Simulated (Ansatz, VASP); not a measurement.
Two plane-wave programs on Ti

```
Ti
1.0
     2.93846    0.00000    0.00000
    -1.46923    2.54478    0.00000
     0.00000    0.00000    4.65063
Ti
2
Direct
  0.33333 0.66667 0.25000
  0.66667 0.33333 0.75000
```

Alike in both runs: functional PBE; k mesh 18 × 18 × 10; occupations gaussian, width 0.1 eV; no spin polarisation.

Ansatz relaxed the structure, and its values are those at the end. VASP's run is a single point on that final structure, the one shown.

|  | VASP | Ansatz |
| --- | --- | --- |
| version | VASP 6.6.1 | Ansatz 0.2.0 |
| potentials or method | VASP PAW PBE potentials, release 64 (Ti_sv), cutoff 520 eV | scalar-relativistic, plane waves, PAW |
| valence electrons in the cell | 24 | 24 |

|  | VASP | Ansatz | Ansatz less VASP |
| --- | --- | --- | --- |
| gap on the k mesh at the Fermi level (eV) | none | none | - |
| pressure (GPa) | -0.6 | 0.0 | +0.66 |

A gap of «none» marks a metal or a gap that the smearing closes. With one functional, cell and mesh, what is left measures potentials, basis and numerics.
